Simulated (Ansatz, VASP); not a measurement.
## Al in VASP and in Ansatz

INCAR

```
PREC = Accurate ; ENCUT = 520
EDIFF = 1E-7 ; ISMEAR = 0
SIGMA = 0.15 ; LREAL = F
LASPH = T ; NELM = 60
ALGO = Normal ; ISIF = 2
LWAVE = F ; LCHARG = T
GGA = PS ; IVDW = 12
LELF = T ; LVHAR = T
NBANDS = 14
```

File KPOINTS:

```
Automatic mesh
0
Gamma
  18 18 6
```

Contents of POSCAR:

```
Al
1.0
    2.8748615688      0.0000000000      0.0000000000
   -1.4374307844      2.4897031510      0.0000000000
    0.0000000000      0.0000000000      9.2478546946
Al
4
Direct
    0.0000000000      0.0000000000      0.0000000000
    0.3333333333      0.6666666667      0.2500000000
    0.0000000000      0.0000000000      0.5000000000
    0.6666666667      0.3333333333      0.7500000000
```

Input for Ansatz:

```yaml
crystal:
  lattice:
    - [2.8748615688, 0.0, 0.0]
    - [-1.4374307844, 2.489703151, 0.0]
    - [0.0, 0.0, 9.2478546946]
  atoms:
    - { symbol: Al, position: [0.0, 0.0, 0.0] }
    - { symbol: Al, position: [0.3333333333, 0.6666666667, 0.25] }
    - { symbol: Al, position: [0.0, 0.0, 0.5] }
    - { symbol: Al, position: [0.6666666667, 0.3333333333, 0.75] }
basis:
  ecutwfc: 420
kpoints:
  mp_grid: { grid: [18, 18, 6] }
hamiltonian:
  xc: pbesol
  pseudopotentials: { kind: paw, azcp: { folder: soft_1 } }
  dispersion: d3bj
scf:
  occupations: { method: gaussian, width: 0.15 }
output:
  forces: true
  stress: true
  eigenvalues: true
```

Alike in both runs: task single point; functional PBEsol; dispersion D3(BJ); k mesh 18 × 18 × 6; occupations gaussian, width 0.15 eV; no spin polarisation.

|  | VASP | Ansatz |
| --- | --- | --- |
| version | VASP 6.6.1 | Ansatz 0.2.0 |
| potentials or method | VASP PAW PBE potentials, release 64 (Al), cutoff 520 eV | scalar-relativistic, plane waves, PAW |
| valence electrons in the cell | 12 | 12 |

Ansatz gave:

```
gap on the k mesh at the Fermi level (eV)                     : none
pressure (GPa)                                                : -4.6
traceless stress, the component that is largest in VASP (GPa) : 1.26
```

Task: What did VASP give for the same quantities?

Result: gap on the k mesh at the Fermi level (eV): none; pressure (GPa): -4.6; traceless stress, the component that is largest in VASP (GPa): 1.27.

VASP's potentials were made for PBE, not for PBEsol, and Ansatz warns of the same on its side. A gap of «none» marks a metal or a gap that the smearing closes.
